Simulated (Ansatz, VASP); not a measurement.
# ZnSe in VASP and in Ansatz

File POSCAR:

```
ZnSe
1.0
    0.0000000000      2.8337995388      2.8337995388
    2.8337995388      0.0000000000      2.8337995388
    2.8337995388      2.8337995388      0.0000000000
Zn Se
1 1
Direct
    0.0000000000      0.0000000000      0.0000000000
    0.7500000000      0.7500000000      0.7500000000
```

Contents of INCAR.step1:

```
ALGO = Normal ; EDIFF = 1E-5
ENCUT = 520 ; GGA = PE
ISIF = 2 ; ISMEAR = 0
LASPH = True ; LCHARG = False
LREAL = False ; LWAVE = True
NBANDS = 16 ; NELM = 80
PREC = Accurate ; SIGMA = 0.05
```

Contents of INCAR.step2:

```
AEXX = 0.1 ; ALGO = Normal
EDIFF = 1E-7 ; ENCUT = 520
ISIF = 2 ; ISMEAR = 0
ISTART = 1 ; LASPH = True
LCHARG = False ; LHFCALC = True
LMIXTAU = True ; LREAL = False
LWAVE = False ; METAGGA = R2SCAN
NBANDS = 16 ; NELM = 80
PREC = Accurate ; PRECFOCK = Normal
SIGMA = 0.05
```

File KPOINTS:

```
k-points
0
Gamma
  4 4 4
```

Input for Ansatz:

```yaml
crystal:
  lattice:
    - [0.0, 2.8337995388, 2.8337995388]
    - [2.8337995388, 0.0, 2.8337995388]
    - [2.8337995388, 2.8337995388, 0.0]
  atoms:
    - { symbol: Zn, position: [0.0, 0.0, 0.0] }
    - { symbol: Se, position: [0.75, 0.75, 0.75] }
basis:
  ecutwfc: 500
  ecutrho_ratio: 4
kpoints:
  mp_grid: { grid: [4, 4, 4] }
hamiltonian:
  xc: r2scanh
scf:
  occupations: { method: gaussian, width: 0.05 }
  n_extra_bands: 9
output:
  forces: true
  stress: true
  eigenvalues: true
  populations: true
  dos: { projected: true, de: 0.02 }
  write_density: true
  write_potential: true
  elf: true
  volumetric_format: npy
```

Alike in both runs: task single point; functional r2SCANh; k mesh 4 × 4 × 4; occupations gaussian, width 0.05 eV; no spin polarisation.

```csv
,VASP,Ansatz
version,VASP 6.6.1,Ansatz 0.2.0
potentials or method,"VASP PAW PBE potentials, release 64 (Zn, Se), cutoff 520 eV","scalar-relativistic, plane waves, PAW"
valence electrons in the cell,18,28
```

```tsv
	VASP	Ansatz	Ansatz less VASP
gap on the k mesh at the Fermi level (eV)	2.51	2.49	-0.017
least direct gap on the mesh (eV)	2.51	2.49	-0.017
pressure (GPa)	0.2	0.2	+0.02
```

VASP's potentials were made for PBE, not for r2SCANh. With one functional, cell and mesh, what is left measures potentials, basis and numerics. VASP's potentials hold 18 valence electrons a cell and Ansatz's 28, so a difference there can come from the potentials and not from the codes. Ansatz's warnings: stress exchange threshold loose, stress scf threshold loose.

The k mesh is coarse, so the values compare programs but aren't converged.
